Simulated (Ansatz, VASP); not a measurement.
**Two plane-wave programs on Fe**

```
Fe
1.0
    -1.39338    1.39338    1.39338
     1.39338   -1.39338    1.39338
     1.39338    1.39338   -1.39338
Fe
1
Direct
  0.00000 0.00000 0.00000
```

Alike in both runs: functional PBEsol; k mesh 24 × 24 × 24; occupations fermi-dirac, width 0.08 eV; collinear spin.

Ansatz relaxed the structure, and its values are those at the end. VASP's run is a single point on that final structure, the one shown.

|  | VASP | Ansatz |
| --- | --- | --- |
| version | VASP 6.6.1 | Ansatz 0.2.0 |
| potentials or method | VASP PAW PBE potentials, release 64 (Fe) | PAW with Ansatz's default frozen-core files, scalar-relativistic |
| plane-wave cutoff (eV) | 520 | 420 |
| valence electrons in the cell | 8 | 16 |

VASP gave:

| Quantity | Value |
| --- | --- |
| pressure (GPa) | -0.2 |
| net moment per atom (μB) | 2.10 |
| size of the moment on the site where the two differ most (μB) | 2.08 |

Task: What did Ansatz give for the same quantities?

Result: Pressure (GPa): 0.0; net moment per atom (μB): 2.09; size of the moment on the site where the two differ most (μB): 2.11.

VASP's potentials were made for PBE, not for PBEsol. Site moments also hang on the region over which each program counts them. With one functional, cell and mesh, what is left measures potentials, basis and numerics. VASP's potentials hold 8 valence electrons a cell and Ansatz's 16, so a difference there can come from the potentials and not from the codes.
